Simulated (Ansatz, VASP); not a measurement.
# Y2GeH2 in VASP and in Ansatz

```
H Y Ge
1.0
     1.98960    3.44608    0.00000
    -1.98960    3.44608    0.00000
     0.00000    0.00000    6.46720
H Y Ge
2 2 1
Direct
  0.33333 0.33333 0.61220
  0.66667 0.66667 0.38780
  0.33333 0.33333 0.26331
  0.66667 0.66667 0.73669
  0.00000 0.00000 0.00000
```

Alike in both runs: functional r2SCAN; k mesh 5 × 5 × 3; no spin polarisation.

Ansatz relaxed the structure, and its values are those at the end. VASP's run is a single point on that final structure, the one shown.

|  | VASP | Ansatz |
| --- | --- | --- |
| version | VASP 6.6.1 | Ansatz 0.2.0 |
| potentials or method | VASP PAW PBE potentials, release 64 (H, Y_sv, Ge_d), cutoff 520 eV | PAW plane waves |
| occupations | fermi-dirac, width 0.1 eV | fermi-dirac |
| valence electrons in the cell | 38 | 38 |

```tsv
	VASP	Ansatz	Ansatz less VASP
gap on the k mesh at the Fermi level (eV)	none	none	-
pressure (GPa)	-0.1	0.0	+0.09
```

VASP's potentials were made for PBE, not for r2SCAN. A gap of «none» marks a metal or a gap that the smearing closes. Ansatz's warnings: structure snapped to symmetry.

The k mesh is coarse, so the values compare programs but aren't converged.
